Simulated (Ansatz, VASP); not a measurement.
# One calculation of SrO, two programs

INCAR

```
SYSTEM = SrO
  PREC = Accurate
  ENCUT = 520
  EDIFF = 1E-6
  ISMEAR = 0
  SIGMA = 0.05
  LREAL = .FALSE.
  LASPH = .TRUE.
  NELM = 60
  ALGO = Normal
  ISIF = 2
  LWAVE = .FALSE.
  LCHARG = .FALSE.
  GGA = CA
  NBANDS = 15
```

The input KPOINTS:

```
regular mesh
0
G
  8 8 8
  0 0 0
```

POSCAR

```
SrO
1.0
    0.0000000000      2.5055550000      2.5055550000
    2.5055550000      0.0000000000      2.5055550000
    2.5055550000      2.5055550000      0.0000000000
Sr O
1 1
Direct
    0.0000000000      0.0000000000      0.0000000000
    0.5000000000      0.5000000000      0.5000000000
```

Input for Ansatz:

```yaml
crystal:
  lattice:
    - [0.0, 2.505555, 2.505555]
    - [2.505555, 0.0, 2.505555]
    - [2.505555, 2.505555, 0.0]
  atoms:
    - { symbol: Sr, position: [0.0, 0.0, 0.0] }
    - { symbol: O, position: [0.5, 0.5, 0.5] }
basis:
  ecutwfc: 420
kpoints:
  mp_grid: { grid: [8, 8, 8] }
hamiltonian:
  xc: lda
scf:
  occupations: { method: gaussian, width: 0.05 }
output:
  forces: true
  stress: true
  eigenvalues: true
```

Change from the starting cell: strain -0.025 along x and y, -0.025 along z, atoms carried along.

Alike in both runs: task single point; functional LDA; k mesh 8 × 8 × 8; occupations gaussian, width 0.05 eV; no spin polarisation.

|  | VASP | Ansatz |
| --- | --- | --- |
| version | VASP 6.6.1 | Ansatz 0.2.0 |
| potentials or method | VASP PAW LDA potentials, release 64 (Sr_sv, O), cutoff 520 eV | scalar-relativistic, plane waves, PAW |
| valence electrons in the cell | 16 | 16 |

Ansatz gave:

- gap on the k mesh at the Fermi level (eV): 3.09
- least direct gap on the mesh (eV): 3.10
- pressure (GPa): 3.5

Question: Estimate VASP's values.

Answer: gap on the k mesh at the Fermi level (eV): 3.03; least direct gap on the mesh (eV): 3.05; pressure (GPa): 4.5.

LDA's correlation is that of Perdew and Zunger in VASP and of Perdew and Wang (1992) in Ansatz.
